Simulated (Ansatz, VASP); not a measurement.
# One calculation of Pb, two programs

```xyz
2
Lattice="3.3408 0.0000 0.0000 -1.6704 2.8932 0.0000 0.0000 0.0000 6.0372" Properties=species:S:1:pos:R:3 pbc="T T T"
Pb    0.0000    1.9288    1.5093
Pb    1.6704    0.9644    4.5279
```

Change from the starting cell: strain -0.040 along x and y, +0.080 along z, atoms carried along.

Alike in both runs: task single point; functional r2SCAN; k mesh 18 × 18 × 10; occupations gaussian, width 0.15 eV; no spin polarisation.

|  | VASP | Ansatz |
| --- | --- | --- |
| version | VASP 6.6.1 | Ansatz 0.2.0 |
| potentials or method | VASP PAW PBE potentials, release 64 (Pb_d), cutoff 520 eV | scalar-relativistic, plane waves, PAW |
| valence electrons in the cell | 28 | 28 |

|  | VASP | Ansatz | Ansatz less VASP |
| --- | --- | --- | --- |
| gap on the k mesh at the Fermi level (eV) | none | none | - |
| pressure (GPa) | 3.6 | 3.6 | -0.02 |
| traceless stress, the component that is largest in VASP (GPa) | -3.08 | -3.08 | +0.007 |

VASP's potentials were made for PBE, not for r2SCAN. A gap of «none» marks a metal or a gap that the smearing closes. The functional is the same, so the differences come from potentials, cutoffs and numerics.

Neither program's run includes spin-orbit coupling.
